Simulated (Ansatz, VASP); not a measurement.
# ZnO in VASP and in Ansatz

INCAR

```
PREC     = Accurate       # precision mode
ENCUT    = 520            # plane-wave cutoff, eV
EDIFF    = 1E-7           # SCF threshold, eV
ISMEAR   = -1             # smearing method
SIGMA    = 0.05           # smearing width, eV
LREAL    = False          # projectors in reciprocal space
LASPH    = True           # aspherical terms in the spheres
NELM     = 80             # most SCF steps
ALGO     = Normal         # electronic algorithm
ISIF     = 2              # what is computed and relaxed
LWAVE    = False          # write WAVECAR
LCHARG   = False          # write CHGCAR
GGA      = PS             # functional
NBANDS   = 26             # bands
```

Contents of KPOINTS:

```
Automatic mesh
0
Gamma
  9 9 5
```

The input POSCAR:

```
ZnO
1.0
    3.2920669561      0.0000000000      0.0000000000
   -1.6460334781      2.8510136149      0.0000000000
    0.0000000000      0.0000000000      5.2742130269
Zn O
2 2
Direct
    0.6666666667      0.3333333333      0.0000000000
    0.3333333333      0.6666666667      0.5000000000
    0.3333333333      0.6666666667      0.8790100000
    0.6666666667      0.3333333333      0.3790100000
```

File input.yaml:

```yaml
crystal:
  lattice:
    - [3.2920669561, 0.0, 0.0]
    - [-1.6460334781, 2.8510136149, 0.0]
    - [0.0, 0.0, 5.2742130269]
  atoms:
    - { symbol: Zn, position: [0.6666666667, 0.3333333333, 0.0] }
    - { symbol: Zn, position: [0.3333333333, 0.6666666667, 0.5] }
    - { symbol: O, position: [0.3333333333, 0.6666666667, 0.87901] }
    - { symbol: O, position: [0.6666666667, 0.3333333333, 0.37901] }
kpoints:
  mp_grid: { grid: [9, 9, 5] }
scf:
  occupations: { method: fermi_dirac, width: 0.05 }
hamiltonian:
  xc: pbesol
  pseudopotentials: { kind: all_electron, lapw: { basis_error: 0.001 } }
output:
  forces: true
  stress: true
  eigenvalues: true
```

Change from the starting cell: volume scaled by 1.04.

Alike in both runs: task single point; functional PBEsol; k mesh 9 × 9 × 5; occupations fermi-dirac, width 0.05 eV; no spin polarisation.

|  | VASP | Ansatz |
| --- | --- | --- |
| version | VASP 6.6.1 | Ansatz 0.2.0 |
| potentials or method | VASP PAW PBE potentials, release 64 (Zn, O), cutoff 520 eV | all-electron LAPW, scalar-relativistic |

Ansatz gave:

```
gap on the k mesh at the Fermi level (eV)                     : 0.66
least direct gap on the mesh (eV)                             : 0.66
pressure (GPa)                                                : -6.5
traceless stress, the component that is largest in VASP (GPa) : 0.97
rms of the force components (eV/Å)                            : 0.028
```

Problem. What did VASP give for the same quantities?

Solution. gap on the k mesh at the Fermi level (eV): 0.63; least direct gap on the mesh (eV): 0.63; pressure (GPa): -5.6; traceless stress, the component that is largest in VASP (GPa): 1.02; rms of the force components (eV/Å): 0.030.

VASP's potentials were made for PBE, not for PBEsol. Atom by atom the forces differ by 0.002 eV/Å (rms over components). Ansatz ran all-electron here, and VASP with PAW potentials.
